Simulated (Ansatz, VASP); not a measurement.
## Two plane-wave programs on WS2

```xyz
3
Lattice="3.1835 0.0000 0.0000 -1.5918 2.7570 0.0000 0.0000 0.0000 16.9506" Properties=species:S:1:pos:R:3 pbc="T T T"
W     0.0000    0.0000    0.0000
S     0.0000    1.8380    1.5595
S     0.0000    1.8380   15.3911
```

Alike in both runs: task single point; functional r2SCAN; k mesh 10 × 10 × 2; occupations fermi-dirac, width 0.05 eV; no spin polarisation.

|  | VASP | Ansatz |
| --- | --- | --- |
| version | VASP 6.6.1 | Ansatz 0.2.0 |
| potentials or method | VASP PAW PBE potentials, release 64 (W_sv, S) | Ansatz PAW |
| plane-wave cutoff (eV) | 520 | 500 |
| valence electrons in the cell | 26 | 26 |

```csv
,VASP,Ansatz,Ansatz less VASP
gap on the k mesh at the Fermi level (eV),2.10,2.09,-0.015
least direct gap on the mesh (eV),2.28,2.28,-0.004
rms of the force components (eV/Å),0.002,0.011,+0.0098
```

VASP's potentials were made for PBE, not for r2SCAN. Atom by atom the forces differ by 0.010 eV/Å (rms over components). With one functional, cell and mesh, what is left measures potentials, basis and numerics.

Spin-orbit coupling is off throughout.
